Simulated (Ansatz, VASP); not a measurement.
Sc: VASP beside Ansatz

File INCAR:

```
ALGO = Normal ; EDIFF = 1E-6
ENCUT = 520 ; GGA = RP
ISIF = 2 ; ISMEAR = -1
LASPH = T ; LCHARG = F
LREAL = F ; LWAVE = F
NBANDS = 18 ; NELM = 100
PREC = Accurate ; SIGMA = 0.01
```

Contents of KPOINTS:

```
k-points
0
Gamma
  8 8 5
```

Contents of POSCAR:

```
Sc
1.0
    3.2529044174      0.0000000000      0.0000000000
   -1.6264522087      2.8171194285      0.0000000000
    0.0000000000      0.0000000000      5.1839047640
Sc
2
Direct
    0.3333333333      0.6666666667      0.2500000000
    0.6666666667      0.3333333333      0.7500000000
```

Input for Ansatz:

```yaml
crystal:
  lattice:
    - [3.2529044173745674, 0.0, 0.0]
    - [-1.6264522086872837, 2.8171194284890593, 0.0]
    - [0.0, 0.0, 5.1839047640197355]
  atoms:
    - { symbol: Sc, position: [0.3333333333333333, 0.6666666666666666, 0.25] }
    - { symbol: Sc, position: [0.6666666666666666, 0.3333333333333333, 0.75] }
basis:
  ecutwfc: 530.0
kpoints:
  mp_grid:
    grid: [8, 8, 5]
hamiltonian:
  xc: rpbe
scf:
  algorithm: density_mixing
  self_checks: high
  lower_state_search: "off"
  occupations:
    method: fermi_dirac
    width: 0.01
output:
  stress: true
```

Alike in both runs: task single point; functional RPBE; k mesh 8 × 8 × 5; occupations fermi-dirac, width 0.01 eV; no spin polarisation.

```csv
,VASP,Ansatz
version,VASP 6.6.1,Ansatz 0.2.0
potentials or method,"VASP PAW PBE potentials, release 64 (Sc_sv), cutoff 520 eV","plane waves, PAW"
valence electrons in the cell,22,22
```

|  | VASP | Ansatz | Ansatz less VASP |
| --- | --- | --- | --- |
| gap on the k mesh at the Fermi level (eV) | none | none | - |
| pressure (GPa) | 4.5 | 4.5 | -0.04 |
| traceless stress, the component that is largest in VASP (GPa) | -0.74 | -0.74 | -0.005 |

VASP's potentials were made for PBE, not for RPBE. A gap of «none» marks a metal or a gap that the smearing closes. Ansatz's warnings: near symmetry operations not taken.
